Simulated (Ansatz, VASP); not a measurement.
# Zr in VASP and in Ansatz

File INCAR:

```
PREC = Accurate
ENCUT = 520
EDIFF = 1E-6
ISMEAR = 1
SIGMA = 0.1
LREAL = F
LASPH = T
NELM = 150
ALGO = Normal
ISIF = 2
LWAVE = F
LCHARG = F
MAGMOM = 0 0 0
LORBIT = 11
LSORBIT = T
GGA_COMPAT = F
LORBMOM = T
LMAXMIX = 4
GGA = RE
IVDW = 13
NBANDS = 23
```

Contents of KPOINTS:

```
regular mesh
0
Gamma
  10 10 10
```

The input POSCAR:

```
Zr
1.0
    0.0000000000      2.2245232910      2.2245232910
    2.2245232910      0.0000000000      2.2245232910
    2.2245232910      2.2245232910      0.0000000000
Zr
1
Direct
    0.0000000000      0.0000000000      0.0000000000
```

The input input.yaml:

```yaml
crystal:
  lattice:
    - [0.0, 2.224523291, 2.224523291]
    - [2.224523291, 0.0, 2.224523291]
    - [2.224523291, 2.224523291, 0.0]
  atoms:
    - { symbol: Zr, position: [0.0, 0.0, 0.0] }
hamiltonian:
  xc: revpbe
  pseudopotentials: { kind: paw_fr }
  dispersion: d4
magnetization:
  noncollinear: true
  spin_orbit: true
kpoints:
  mp_grid: { grid: [10, 10, 10] }
scf:
  occupations: { method: methfessel_paxton, width: 0.1 }
output:
  forces: true
  stress: true
  eigenvalues: true
  write_density: true
  write_potential: true
  elf: true
  volumetric_format: npy
```

Alike in both runs: task single point; functional revPBE; dispersion D4; k mesh 10 × 10 × 10; occupations methfessel-paxton of order 1, width 0.1 eV; non-collinear spin, spin-orbit coupling.

|  | VASP | Ansatz |
| --- | --- | --- |
| version | VASP 6.6.1 | Ansatz 0.2.0 |
| potentials or method | VASP PAW PBE potentials, release 64 (Zr_sv) | Ansatz PAW |
| plane-wave cutoff (eV) | 520 | 420 |
| valence electrons in the cell | 12 | 12 |

```csv
,VASP,Ansatz,Ansatz less VASP
pressure (GPa),4.7,4.8,+0.03
```

VASP's potentials were made for PBE, not for revPBE.
